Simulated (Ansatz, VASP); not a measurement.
## Two plane-wave programs on Al2O3

File INCAR:

```
SYSTEM = Al2O3
PREC     = Accurate       ! precision mode
ENCUT    = 520            ! plane-wave cutoff, eV
EDIFF    = 1E-6           ! SCF threshold, eV
ISMEAR   = 0              ! smearing method
SIGMA    = 0.05           ! smearing width, eV
LREAL    = .FALSE.        ! projectors in reciprocal space
LASPH    = .TRUE.         ! aspherical terms in the spheres
NELM     = 60             ! most SCF steps
ALGO     = Normal         ! electronic algorithm
ISIF     = 2              ! what is computed and relaxed
LWAVE    = .FALSE.        ! write WAVECAR
LCHARG   = .FALSE.        ! write CHGCAR
GGA      = PE             ! functional
NBANDS   = 35             ! bands
```

File KPOINTS:

```
Automatic mesh
0
G
  6 6 6
  0 0 0
```

Contents of POSCAR:

```
Al2O3
1.0
    2.4814133639      1.4326446736      4.7623285280
   -2.4814133639      1.4326446736      4.7623285280
    0.0000000000     -2.8652893472      4.7623285280
Al O
4 6
Direct
    0.8521293568      0.8521293568      0.8521293568
    0.6478706432      0.6478706432      0.6478706432
    0.1478706432      0.1478706432      0.1478706432
    0.3521293568      0.3521293568      0.3521293568
    0.0561574040      0.4438425960      0.7500000000
    0.7500000000      0.0561574040      0.4438425960
    0.4438425960      0.7500000000      0.0561574040
    0.9438425960      0.5561574040      0.2500000000
    0.2500000000      0.9438425960      0.5561574040
    0.5561574040      0.2500000000      0.9438425960
```

Input for Ansatz:

```yaml
crystal:
  lattice:
    - [2.4814133639, 1.4326446736, 4.762328528]
    - [-2.4814133639, 1.4326446736, 4.762328528]
    - [0.0, -2.8652893472, 4.762328528]
  atoms:
    - { symbol: Al, position: [0.8521293568, 0.8521293568, 0.8521293568] }
    - { symbol: Al, position: [0.6478706432, 0.6478706432, 0.6478706432] }
    - { symbol: Al, position: [0.1478706432, 0.1478706432, 0.1478706432] }
    - { symbol: Al, position: [0.3521293568, 0.3521293568, 0.3521293568] }
    - { symbol: O, position: [0.056157404, 0.443842596, 0.75] }
    - { symbol: O, position: [0.75, 0.056157404, 0.443842596] }
    - { symbol: O, position: [0.443842596, 0.75, 0.056157404] }
    - { symbol: O, position: [0.943842596, 0.556157404, 0.25] }
    - { symbol: O, position: [0.25, 0.943842596, 0.556157404] }
    - { symbol: O, position: [0.556157404, 0.25, 0.943842596] }
basis:
  ecutwfc: 520.0
kpoints:
  mp_grid: { grid: [6, 6, 6] }
hamiltonian:
  xc: pbe
  pseudopotentials: { kind: paw, azcp: { folder: soft_1 } }
scf:
  occupations: { method: gaussian, width: 0.05 }
output:
  forces: true
  stress: true
  eigenvalues: true
```

Alike in both runs: task single point; functional PBE; k mesh 6 × 6 × 6; occupations gaussian, width 0.05 eV; no spin polarisation.

```csv
,VASP,Ansatz
version,VASP 6.6.1,Ansatz 0.2.0
potentials or method,"VASP PAW PBE potentials, release 64 (Al, O), cutoff 520 eV","scalar-relativistic, plane waves, PAW"
valence electrons in the cell,48,48
```

```tsv
	VASP	Ansatz	Ansatz less VASP
gap on the k mesh at the Fermi level (eV)	3.95	3.96	+0.012
least direct gap on the mesh (eV)	3.95	3.96	+0.012
pressure (GPa)	-24.9	-24.8	+0.07
traceless stress, the component that is largest in VASP (GPa)	-10.22	-10.19	+0.026
rms of the force components (eV/Å)	0.021	0.022	+0.0012
```

Atom by atom the forces differ by 0.002 eV/Å (rms over components). The functional is the same, so the differences come from potentials, cutoffs and numerics.
